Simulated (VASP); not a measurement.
A run of VASP 6.6.1:

Contents of INCAR:

```
ALGO = Normal
EDIFF = 1E-6
ENCUT = 500
GGA_COMPAT = False
ISIF = 2
ISMEAR = 0
LASPH = True
LCHARG = False
LREAL = False
LWAVE = False
NBANDS = 16
NELM = 120
PREC = Accurate
SIGMA = 0.01
```

KPOINTS

```
k-points
0
Gamma
  6 6 6
```

Contents of POSCAR:

```
AgI
1.0
    0.0000000000      3.0479546085      3.0479546085
    3.0479546085      0.0000000000      3.0479546085
    3.0479546085      3.0479546085      0.0000000000
Ag I
1 1
Direct
    0.0000000000      0.0000000000      0.0000000000
    0.7500000000      0.7500000000      0.7500000000
```

Potentials or basis: VASP PAW LDA potentials, release 64 (Ag, I).

The run is started by

```bash
$ cat potpaw_LDA.64/Ag/POTCAR potpaw_LDA.64/I/POTCAR > POTCAR
$ mpirun -np 1 vasp_std > vasp.out
```

Hardware: 1 thread of Intel(R) Xeon(R) Platinum 8375C CPU @ 2.90GHz (Ice Lake), on a shared host.

**Question.** Estimate the wall time of this run.

**Answer.** It took 9.6 s on 1 thread of Intel(R) Xeon(R) Platinum 8375C CPU @ 2.90GHz (Ice Lake), with other jobs on the host, peak memory 0.15 GiB. Counts: scf iterations 11, k points 16.
